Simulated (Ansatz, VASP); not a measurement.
# GaSb in VASP and in Ansatz

POSCAR

```
GaSb
1.0
    0.0000000000      3.0658787986      3.0658787986
    3.0658787986      0.0000000000      3.0658787986
    3.0658787986      3.0658787986      0.0000000000
Ga Sb
1 1
Direct
    0.0000000000      0.0000000000      0.0000000000
    0.2500000000      0.2500000000      0.2500000000
```

INCAR.step1

```
SYSTEM = GaSb
PREC = Accurate
ENCUT = 550
ISMEAR = -1
SIGMA = 0.02
LREAL = .FALSE.
LASPH = .TRUE.
NELM = 120
NBANDS = 21
GGA = PE
ALGO = Normal
EDIFF = 1E-5
LWAVE = .TRUE.
LCHARG = .FALSE.
GGA_COMPAT = .FALSE.
```

INCAR.step2

```
SYSTEM = GaSb
PREC = Accurate
ENCUT = 550
EDIFF = 1E-6
ISMEAR = -1
SIGMA = 0.02
LREAL = .FALSE.
LASPH = .TRUE.
NELM = 120
ALGO = Normal
ISIF = 2
LWAVE = .FALSE.
LCHARG = .FALSE.
METAGGA = R2SCAN
LMIXTAU = .TRUE.
NBANDS = 21
ISTART = 1
GGA_COMPAT = .FALSE.
```

Contents of KPOINTS:

```
Automatic mesh
0
G
  3 3 3
  0 0 0
```

Input for Ansatz:

```yaml
crystal:
  lattice:
    - [0.0, 3.0658787986, 3.0658787986]
    - [3.0658787986, 0.0, 3.0658787986]
    - [3.0658787986, 3.0658787986, 0.0]
  atoms:
    - { symbol: Ga, position: [0.0, 0.0, 0.0] }
    - { symbol: Sb, position: [0.25, 0.25, 0.25] }
kpoints:
  mp_grid: { grid: [3, 3, 3] }
hamiltonian:
  xc: r2scan
scf:
  occupations: { method: fermi_dirac, width: 0.02 }
  n_extra_bands: 4
output:
  forces: true
  stress: true
  eigenvalues: true
```

Alike in both runs: task single point; functional r2SCAN; k mesh 3 × 3 × 3; occupations fermi-dirac, width 0.02 eV; no spin polarisation.

```csv
,VASP,Ansatz
version,VASP 6.6.1,Ansatz 0.2.0
potentials or method,"VASP PAW PBE potentials, release 64 (Ga_d, Sb_d_GW)",plane waves
plane-wave cutoff (eV),550,500
valence electrons in the cell,28,28
```

|  | VASP | Ansatz | Ansatz less VASP |
| --- | --- | --- | --- |
| pressure (GPa) | 0.9 | 0.9 | 0.00 |

VASP's potentials were made for PBE, not for r2SCAN.

The k mesh is coarse, so the values compare programs but aren't converged. Spin-orbit coupling is off throughout.
